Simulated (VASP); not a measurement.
Runs of VASP 6.6.1 on MgC8. The structure is that of space group P6/mmm (No. 191), or close to it. The cells are those of the table. 

```tsv
task	cell	k mesh	cutoff (eV)	smearing	k mesh for the DOS	occupations for the DOS	gap on the mesh (eV)	pressure (GPa)	largest force (eV/Å)
relaxation of cell and atoms	relaxed from a = 6.372, b = 6.372, c = 4.738 Å, angles 90.0, 90.0, 120.0°, 9 atoms	6 × 6 × 8	600	gaussian 0.01 eV	-	-	none	0.0	0.01
single point	a = 6.328, b = 6.328, c = 6.237 Å, angles 90.0, 90.0, 120.0°, 9 atoms	9 × 9 × 6	520	gaussian 0.1 eV	-	-	none	0.1	0.11
single point	a = 5.995, b = 5.995, c = 3.845 Å, angles 90.0, 90.0, 120.0°, 9 atoms	3 × 3 × 4	520	gaussian 0.1 eV	-	-	none	-9.1	(a)
single point	a = 6.336, b = 6.336, c = 6.068 Å, angles 90.0, 90.0, 120.0°, 9 atoms	6 × 6 × 8	520	gaussian 0.01 eV	-	-	none	0.1	0.11
```

Alike in all rows: level PBE; potentials or basis VASP PAW PBE potentials, release 64 (Mg, C); no spin polarisation.

Task: Estimate the missing entries.

Result: (a) 3.47.

Caveats: some runs use coarse meshes; forces of over 1 eV/Å act on the atoms, so gaps and moduli don't describe the material at rest (some runs).

A gap of «none» marks levels without a gap at the run's occupations.
